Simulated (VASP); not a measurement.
# Cu (Fm-3m) in VASP: notebook

Cu is run at these levels: r2SCAN, LDA, PBEsol; tasks: relaxation of cell and atoms, single point.

Everything below comes from runs of VASP 6.6.1. Logs are shortened: lines on timing, memory, paths and dates and some standing lists are left out, and cuts for length are marked.

### Step 1. The cell of the first run

Symmetry: Fm-3m, No. 225, cubic system. Conventional cell: a = 3.615 Å, b = 3.615 Å, c = 3.615 Å, α = 90.00°, β = 90.00°, γ = 90.00°. Cu (site symmetry m-3m) has 12 Cu at 2.56 Å within 3.4 Å.

### Step 2. Relaxation of cell and atoms, r2SCAN

Contents of POSCAR:

```
Cu
1.0
    0.0000000000      1.8074800000      1.8074800000
    1.8074800000      0.0000000000      1.8074800000
    1.8074800000      1.8074800000      0.0000000000
Cu
1
Direct
    0.0000000000      0.0000000000      0.0000000000
```

Contents of INCAR.step1:

```
SYSTEM = Cu
PREC = Accurate
ENCUT = 600
ISMEAR = -1
SIGMA = 0.05
LREAL = .False.
LASPH = .True.
NELM = 80
GGA = PE
ALGO = Normal
EDIFF = 1E-4
LWAVE = .True.
LCHARG = .False.
```

Contents of INCAR.step2:

```
SYSTEM = Cu
PREC = Accurate
ENCUT = 600
EDIFF = 1E-7
ISMEAR = -1
SIGMA = 0.05
LREAL = .False.
LASPH = .True.
NELM = 80
ALGO = Normal
ISIF = 3
LWAVE = .False.
LCHARG = .False.
METAGGA = R2SCAN
LMIXTAU = .True.
IBRION = 2
NSW = 80
EDIFFG = -0.01
ISTART = 1
```

Contents of KPOINTS:

```
regular mesh
0
Gamma
  18 18 18
  0 0 0
```

Potentials or basis: VASP PAW PBE potentials, release 64 (Cu).

On the command line:

```sh
$ cat potpaw_PBE.64/Cu/POTCAR > POTCAR
$ cp INCAR.step1 INCAR
$ mpirun -np 1 vasp_std > vasp.out
$ cp INCAR.step2 INCAR
$ mpirun -np 1 vasp_std > vasp.out
```

OUTCAR:

```text
SYSTEM = Cu
   PREC = Accurate
   ENCUT = 600
   EDIFF = 1E-7
   ISMEAR = -1
   LREAL = .False.
   LASPH = .True.
   NELM = 80
   ISIF = 3
   METAGGA = R2SCAN
   IBRION = 2
   NSW = 80
   EDIFFG = -0.01
   ISTART = 1

 ion  position               nearest neighbor table
   1  0.000  0.000  0.000-

  LATTYP: Found a face centered cubic cell.
 ALAT       =     3.6149600000

  Lattice vectors:

 A1 = (   0.0000000000,   1.8074800000,   1.8074800000)
 A2 = (   1.8074800000,   0.0000000000,   1.8074800000)
 A3 = (   1.8074800000,   1.8074800000,   0.0000000000)

Analysis of symmetry for initial positions (statically):
=====================================================================
 Subroutine PRICEL returns:
 Original cell was already a primitive cell.

 Routine SETGRP: Setting up the symmetry group for a
 face centered cubic supercell.

 Subroutine GETGRP returns: Found 48 space group operations
 (whereof 48 operations were pure point group operations)
 out of a pool of 48 trial point group operations.

The static configuration has the point symmetry O_h .

Analysis of symmetry for dynamics (positions and initial velocities):
=====================================================================
 Subroutine PRICEL returns:
 Original cell was already a primitive cell.

 Routine SETGRP: Setting up the symmetry group for a
 face centered cubic supercell.

 Subroutine GETGRP returns: Found 48 space group operations
 (whereof 48 operations were pure point group operations)
 out of a pool of 48 trial point group operations.

The dynamic configuration has the point symmetry O_h .

 Subroutine INISYM returns: Found 48 space group operations
 (whereof 48 operations are pure point group operations),
 and found     1 'primitive' translations

----------------------------------------------------------------------------------------

                                     Primitive cell

  volume of cell :      11.8100

  direct lattice vectors                    reciprocal lattice vectors
     0.000000000  1.807480000  1.807480000    -0.276628234  0.276628234  0.276628234
     1.807480000  0.000000000  1.807480000     0.276628234 -0.276628234  0.276628234
     1.807480000  1.807480000  0.000000000     0.276628234  0.276628234 -0.276628234

  length of vectors
     2.556162730  2.556162730  2.556162730     0.479134156  0.479134156  0.479134156
[... 87 lines left out ...]
   POTIM  = 0.5000    time-step for ionic-motion
   TEBEG  =    0.0;   TEEND  =   0.0 temperature during run
   PSTRESS=    0.0 pullay stress
   NELECT =      11.0000    total number of electrons
   NUPDOWN=      -1.0000    fix difference up-down
   EMIN   =  10.00;   EMAX   =-10.00  energy-range for DOS
   EFERMI =   0.00;   METHOD = LEGACY
   ISMEAR =    -1;   SIGMA  =   0.05  broadening in eV -4-tet -1-fermi 0-gaus
   EFERMI_NEDOS =   21; number of points for ismear=-14 and -15
   IALGO  =     38    algorithm
   IMIX   =      4    mixing-type and parameters
     AMIX     =   0.40;   BMIX     =  1.00
     AMIX_MAG =   1.60;   BMIX_MAG =  1.00
  volume/ion in A,a.u.               =      11.81        79.70
  Fermi-wavevector in a.u.,A,eV,Ry     =   1.598781  3.021257 34.777848  2.556100
  Thomas-Fermi vector in A             =   2.696177
   LORBIT       =      0    0 simple, 1 ext, 2 COOP (PROOUT), +10 PAW based schemes
   METAGGA = R2SCAN    functional components
   LHFCALC =     F    Hartree Fock is set to
   AEXX    =    0.0000 exact exchange contribution
   IVDW    =     0    specifies the selected vdW correction
   LEPSILON=     F    determine dielectric tensor
   LRPA    =     F    only Hartree local field effects (RPA)
 conjugate gradient relaxation of ions
 non-spin polarized calculation
  energy-cutoff  :      600.00
  volume of cell :       11.81
 maximum number of plane-waves:       411
   NGX = 11   NGY = 11   NGZ = 11

--------------------------------------- Ionic step        1  -------------------------------------------

 number of electron      11.0000002 magnetization

 Free energy of the ion-electron system (eV)
  ---------------------------------------------------
  ext. energy  EPLUGINS =         0.00000000
  ---------------------------------------------------
  free energy    TOTEN  =       -10.82438801 eV

  energy without entropy =      -10.82201460  energy(sigma->0) =      -10.82320130

------------------------ aborting loop because EDIFF is reached ----------------------------------------

  FORCE on cell =-STRESS in cart. coord.  units (eV):
  Direction    XX          YY          ZZ          XY          YZ          ZX
  --------------------------------------------------------------------------------------
  -------------------------------------------------------------------------------------
  Total       -0.3038525     -0.3038525     -0.3038525      0.0000000      0.0000000      0.0000000
  in kB      -41.2214146    -41.2214146    -41.2214146      0.0000000      0.0000000      0.0000000
  external PRESSURE =     -41.2214146 kB  Pullay stress =       0.0000000 kB
[... 57 lines left out ...]
--------------------------------------- Ionic step        3  -------------------------------------------

 number of electron      11.0000011 magnetization

 Free energy of the ion-electron system (eV)
  ---------------------------------------------------
  ext. energy  EPLUGINS =         0.00000000
  ---------------------------------------------------
  free energy    TOTEN  =       -10.82846331 eV

  energy without entropy =      -10.82601497  energy(sigma->0) =      -10.82723914

 E-fermi :   7.7036     XC(G=0): -13.9249

 val. band max:        7.6956420918   @ k =   0.5000   0.1111   0.0000
 cond. band min:       7.7244725618   @ k =   0.5000   0.2778   0.1111
 fundamental gap:      0.0288304700
 Fermi energy:         7.7035534419

 k-point     1 :       0.0000    0.0000    0.0000
  band No.  band energies     occupation
      1      -2.1486      2.00000
      2       4.5153      2.00000
      3       4.5153      2.00000
      4       4.5153      2.00000
      5       5.3666      2.00000
      6       5.3666      2.00000
      7      31.3380      0.00000
      8      34.5859      0.00000
      9      34.5862      0.00000
[... 265 lines left out ...]
 k-point    24 :      -0.2222    0.0556    0.0000
  band No.  band energies     occupation
      1       0.0439      2.00000
      2       4.1961      2.00000
      3       4.6743      2.00000
      4       4.7157      2.00000
      5       5.3209      2.00000
      6       5.5800      2.00000
      7      21.5086      0.00000
      8      28.8741      0.00000
      9      32.6803      0.00000

 [... further k-points ...]
[... 5 lines left out ...]
  --------------------------------------------------------------------------------------
  -------------------------------------------------------------------------------------
  Total       -0.0020962     -0.0020962     -0.0020962      0.0000000     -0.0000000      0.0000000
  in kB       -0.2921226     -0.2921226     -0.2921226      0.0000000     -0.0000000      0.0000000
  external PRESSURE =      -0.2921226 kB  Pullay stress =       0.0000000 kB
[... 16 lines left out ...]
  FREE ENERGIE OF THE ION-ELECTRON SYSTEM (eV)
  ---------------------------------------------------
  free  energy   TOTEN  =       -10.8284633136 eV

  energy  without entropy=      -10.8260149735  energy(sigma->0) =      -10.82723914

 reached required accuracy - stopping structural energy minimisation
```

OUTCAR.step1:

```text
SYSTEM = Cu
   PREC = Accurate
   ENCUT = 600
   ISMEAR = -1
   LREAL = .False.
   LASPH = .True.
[... 504 lines left out ...]
 -----------------------------------------------------------------------------------
      0.00000      0.00000      0.00000         0.000000      0.000000     -0.000000
 -----------------------------------------------------------------------------------
    total drift:                                0.000000     -0.000000      0.000000

  FREE ENERGIE OF THE ION-ELECTRON SYSTEM (eV)
  ---------------------------------------------------
  free  energy   TOTEN  =        -3.7281126435 eV

  energy  without entropy=       -3.7256261049  energy(sigma->0) =       -3.72686937
```

It took 3.7 min on 1 thread of Intel Xeon Platinum 8259CL at 2.50GHz (Skylake/Cascade Lake), shared host; peak memory 0.15 GiB.

What came out:

```
Free energy                            : -10.8285 eV
Relaxed volume                         : 11.50 Å³/atom
Relaxed cell                           : a = 2.533 Å, b = 2.533 Å, c = 2.533 Å, α = 60.00°, β = 60.00°, γ = 60.00°
Space group after relaxing (to 0.05 Å) : Fm-3m (No. 225)
Energy gained by relaxing              : 4.1 meV/atom
Ionic steps                            : 3
Pressure after relaxing                : 0.0 GPa
```

The path:
```csv
step,energy change (eV),largest force (eV/Å),pressure (GPa),volume (Å³)
1,0.0000,0.0000,-4.12,11.81
2,-0.0024,0.0000,2.74,11.30
3,-0.0041,0.0000,-0.03,11.50
```

Final structure:
```cif
data_structure
_symmetry_space_group_name_H-M 'P 1'
_symmetry_Int_Tables_number 1
_cell_length_a 2.5334
_cell_length_b 2.5334
_cell_length_c 2.5334
_cell_angle_alpha 60.000
_cell_angle_beta 60.000
_cell_angle_gamma 60.000
_cell_volume 11.50
loop_
_atom_site_label
_atom_site_type_symbol
_atom_site_fract_x
_atom_site_fract_y
_atom_site_fract_z
_atom_site_occupancy
Cu1 Cu 0.00000 0.00000 0.00000 1
```

Caveat: the PAW data sets were made with another functional, which shifts forces and pressure a little.

### Step 3. Single point, LDA

This run uses another cell than the first one, of 10.89 Å³/atom, 0.922 times its volume.

Contents of INCAR:

```
PREC = Accurate
ENCUT = 600
EDIFF = 1E-6
ISMEAR = -1
SIGMA = 0.05
LREAL = F
LASPH = T
NELM = 120
ALGO = Normal
ISIF = 2
LWAVE = F
LCHARG = F
GGA = CA
NBANDS = 12
GGA_COMPAT = F
```

Contents of KPOINTS:

```
Automatic mesh
0
Gamma
  18 18 18
```

Contents of POSCAR:

```
Cu
1.0
    0.0000000000      1.7592099174      1.7592099174
    1.7592099174      0.0000000000      1.7592099174
    1.7592099174      1.7592099174      0.0000000000
Cu
1
Direct
    0.0000000000      0.0000000000      0.0000000000
```

Potentials or basis: VASP PAW LDA potentials, release 64 (Cu).

On the command line:

```sh
$ cat potpaw_LDA.64/Cu/POTCAR > POTCAR
$ mpirun -np 1 vasp_std > vasp.out
```

It took 38 s on 1 thread of Intel Xeon 8259CL, shared host; peak memory 0.14 GiB.

Results (log left out):

- Free energy: -4.7086 eV
- Pressure: 1.0 GPa

Levels at points of the mesh, in eV from the Fermi level:
| k point | band 4 | band 5 | band 6 | band 7 | band 8 | band 9 |
| --- | --- | --- | --- | --- | --- | --- |
| (0.00, 0.00, 0.00) | -3.31 | -2.35 | -2.35 | 23.35 | 26.47 | 26.47 |
| (0.50, 0.00, 0.00) | -1.71 | -1.71 | -1.20 | 4.18 | 21.83 | 23.23 |
| (0.50, 0.50, 0.00) | -1.55 | -1.55 | 1.45 | 7.73 | 13.67 | 13.67 |

### Step 4. Single point, PBEsol

This run uses another cell than the first one, of 11.31 Å³/atom, 0.958 times its volume.

Contents of INCAR:

```
  PREC = Accurate
  ENCUT = 600
  EDIFF = 1E-6
  ISMEAR = -1
  SIGMA = 0.05
  LREAL = F
  LASPH = T
  NELM = 120
  ALGO = Normal
  ISIF = 2
  LWAVE = F
  LCHARG = F
  GGA = PS
  NBANDS = 12
  GGA_COMPAT = F
```

KPOINTS is that of step 3.

Contents of POSCAR:

```
Cu
1.0
    0.0000000000      1.7818190939      1.7818190939
    1.7818190939      0.0000000000      1.7818190939
    1.7818190939      1.7818190939      0.0000000000
Cu
1
Direct
    0.0000000000      0.0000000000      0.0000000000
```

Potentials or basis: VASP PAW PBE potentials, release 64 (Cu).

On the command line:

```sh
$ cat potpaw_PBE.64/Cu/POTCAR > POTCAR
$ mpirun -np 1 vasp_std > vasp.out
```

It took 41 s on 1 thread of Intel Xeon 8259CL, shared host; peak memory 0.15 GiB.

Results (log left out):

| Item | Value |
| --- | --- |
| Free energy | -4.3097 eV |
| Pressure | 0.9 GPa |

Levels at points of the mesh, in eV from the Fermi level:
| k point | band 3 | band 4 | band 5 | band 6 | band 7 | band 8 | band 9 | band 10 |
| --- | --- | --- | --- | --- | --- | --- | --- | --- |
| (0.00, 0.00, 0.00) | -3.12 | -3.12 | -2.23 | -2.23 | 22.96 | 25.91 | 25.91 | 25.91 |
| (0.50, 0.00, 0.00) | -3.16 | -1.63 | -1.63 | -1.13 | 3.99 | 21.43 | 22.72 | 22.72 |
| (0.50, 0.50, 0.00) | -1.64 | -1.48 | -1.48 | 1.46 | 7.44 | 13.40 | 13.40 | 18.03 |

Caveat: the PAW data sets were made with another functional, which shifts forces and pressure a little.

### Step 5. Relaxation of cell and atoms, LDA

Contents of INCAR:

```
SYSTEM = Cu
  PREC = Accurate
  ENCUT = 600
  EDIFF = 1E-7
  ISMEAR = -1
  SIGMA = 0.05
  LREAL = .FALSE.
  LASPH = .TRUE.
  NELM = 120
  ALGO = Normal
  ISIF = 3
  LWAVE = .FALSE.
  LCHARG = .FALSE.
  IBRION = 2
  NSW = 80
  EDIFFG = -0.01
  GGA_COMPAT = .FALSE.
  NELMIN = 4
```

Contents of KPOINTS:

```
regular mesh
0
G
  18 18 18
  0 0 0
```

Contents of POSCAR:

```
Cu
1.0
    0.0000000000      1.8074800000      1.8074800000
    1.8074800000      0.0000000000      1.8074800000
    1.8074800000      1.8074800000      0.0000000000
Cu
1
Direct
    0.0000000000      0.0000000000      0.0000000000
```

Potentials or basis: VASP PAW LDA potentials, release 64 (Cu).

On the command line:

```sh
$ cat potpaw_LDA.64/Cu/POTCAR > POTCAR
$ mpirun -np 1 vasp_std > vasp.out
```

Wall time 80 s (1 thread of Intel Xeon 8259CL, shared host); peak memory 0.14 GiB.

The run converged. Its results:

```yaml
Free_energy: -4.7092 eV
Relaxed_volume: 10.95 Å³/atom
Relaxed_cell: a = 2.492 Å, b = 2.492 Å, c = 2.492 Å, α = 60.00°, β = 60.00°, γ = 60.00°
Space_group_after_relaxing_to_0.05_Å: Fm-3m (No. 225)
Energy_gained_by_relaxing: 33.8 meV/atom
Ionic_steps: 3
Pressure_after_relaxing: -0.1 GPa
```

Step by step:
```
step  energy change (eV)  largest force (eV/Å)  pressure (GPa)  volume (Å³)
   1              0.0000                0.0000          -11.56        11.81
   2             -0.0176                0.0000           10.22        10.41
   3             -0.0338                0.0000           -0.05        10.95
```

Final structure:
```yaml
crystal:
  lattice:
    - [0.00000, 1.76233, 1.76233]
    - [1.76233, 0.00000, 1.76233]
    - [1.76233, 1.76233, 0.00000]
  atoms:
    - { symbol: Cu, position: [0.00000, 0.00000, 0.00000] }
```

Levels at points of the mesh, in eV from the Fermi level:
```
           k point  band 4  band 5  band 6  band 7  band 8  band 9
(0.00, 0.00, 0.00)   -3.29   -2.34   -2.34   23.31   26.38   26.38
(0.50, 0.00, 0.00)   -1.71   -1.71   -1.18    4.15   21.79   23.14
(0.50, 0.50, 0.00)   -1.55   -1.55    1.46    7.69   13.63   13.63
```

### Step 6. Relaxation of cell and atoms, PBEsol

Edit INCAR of step 5 so:

```diff
@@ -13,2 +13,3 @@
   LCHARG = .FALSE.
+  GGA = PS
   IBRION = 2
```

Contents of KPOINTS:

```
Automatic mesh
0
G
  18 18 18
  0 0 0
```

POSCAR is that of step 5.

Potentials or basis: VASP PAW PBE potentials, release 64 (Cu).

On the command line:

```sh
$ cat potpaw_PBE.64/Cu/POTCAR > POTCAR
$ mpirun -np 1 vasp_std > vasp.out
```

Run time: 95 s. Hardware: 1 thread of Intel Xeon 8259CL, shared host; peak memory 0.15 GiB.

The run converged. Its results:

```
Free energy                            : -4.3100 eV
Relaxed volume                         : 11.37 Å³/atom
Relaxed cell                           : a = 2.524 Å, b = 2.524 Å, c = 2.524 Å, α = 60.00°, β = 60.00°, γ = 60.00°
Space group after relaxing (to 0.05 Å) : Fm-3m (No. 225)
Energy gained by relaxing              : 8.0 meV/atom
Ionic steps                            : 3
Pressure after relaxing                : 0.0 GPa
```

The path:
| step | energy change (eV) | largest force (eV/Å) | pressure (GPa) | volume (Å³) |
| --- | --- | --- | --- | --- |
| 1 | 0.0000 | 0.0000 | -5.62 | 11.81 |
| 2 | -0.0050 | 0.0000 | 3.92 | 11.12 |
| 3 | -0.0080 | 0.0000 | 0.00 | 11.37 |

Final structure:
```
CELL_PARAMETERS angstrom
0.00000 1.78476 1.78476
1.78476 0.00000 1.78476
1.78476 1.78476 0.00000
ATOMIC_POSITIONS crystal
Cu 0.00000 0.00000 0.00000
```

Levels at points of the mesh, in eV from the Fermi level:
```tsv
k point	band 2	band 3	band 4	band 5	band 6	band 7	band 8	band 9
(0.00, 0.00, 0.00)	-3.11	-3.11	-3.11	-2.23	-2.23	22.92	25.83	25.83
(0.50, 0.00, 0.00)	-3.14	-3.14	-1.62	-1.62	-1.12	3.97	21.39	22.65
(0.50, 0.50, 0.00)	-4.59	-1.64	-1.47	-1.47	1.46	7.40	13.36	13.36
```

Caveat: the PAW data sets were made with another functional, which shifts forces and pressure a little.

### Step 7. Summary

| task | level | potentials or basis | cell | gap on the mesh (eV) | pressure (GPa) | relaxed volume (Å³/atom) |
| --- | --- | --- | --- | --- | --- | --- |
| relaxation of cell and atoms | r2SCAN | VASP PAW PBE potentials, release 64 (Cu) | relaxed from a = 2.556 Å, angles 60.0°, 1 atom | none | 0.0 | 11.50 |
| single point | LDA | VASP PAW LDA potentials, release 64 (Cu) | a = 2.488 Å, angles 60.0°, 1 atom | none | 1.0 | - |
| single point | PBEsol | VASP PAW PBE potentials, release 64 (Cu) | a = 2.520 Å, angles 60.0°, 1 atom | none | 0.9 | - |
| relaxation of cell and atoms | LDA | VASP PAW LDA potentials, release 64 (Cu) | relaxed from a = 2.556 Å, angles 60.0°, 1 atom | none | -0.1 | 10.95 |
| relaxation of cell and atoms | PBEsol | VASP PAW PBE potentials, release 64 (Cu) | relaxed from a = 2.556 Å, angles 60.0°, 1 atom | none | 0.0 | 11.37 |

Alike in all rows: no spin polarisation; k mesh 18 × 18 × 18; cutoff (eV) 600; smearing fermi-dirac 0.05 eV.

Caveats: the PAW data sets were made with another functional, which shifts forces and pressure a little (some runs).

Total energies depend on the potentials used, so only differences within one code and one set of settings carry meaning.
